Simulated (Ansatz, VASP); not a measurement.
# Two plane-wave programs on MgO

```
CELL_PARAMETERS angstrom
0.00000 2.13515 2.13515
2.29529 0.00000 2.13515
2.29529 2.13515 0.00000
ATOMIC_POSITIONS crystal
Mg 0.00000 0.00000 0.00000
O 0.50000 0.50000 0.50000
```

Change from the starting cell: strain +0.0750 x Voigt [1, 0, 0, 0, 0, 0], atoms carried along.

Alike in both runs: task single point; functional r2SCAN; k mesh 10 × 10 × 10; occupations gaussian, width 0.05 eV; no spin polarisation.

|  | VASP | Ansatz |
| --- | --- | --- |
| version | VASP 6.6.1 | Ansatz 0.2.0 |
| potentials or method | VASP PAW PBE potentials, release 64 (Mg_sv, O), cutoff 660 eV | scalar-relativistic, plane waves, PAW |
| valence electrons in the cell | 16 | 16 |

|  | VASP | Ansatz | Ansatz less VASP |
| --- | --- | --- | --- |
| gap on the k mesh at the Fermi level (eV) | 4.48 | 4.45 | -0.033 |
| least direct gap on the mesh (eV) | 4.48 | 4.45 | -0.033 |
| pressure (GPa) | -14.8 | -14.3 | +0.45 |
| traceless stress, the component that is largest in VASP (GPa) | -4.11 | -3.93 | +0.180 |

VASP's potentials were made for PBE, not for r2SCAN.
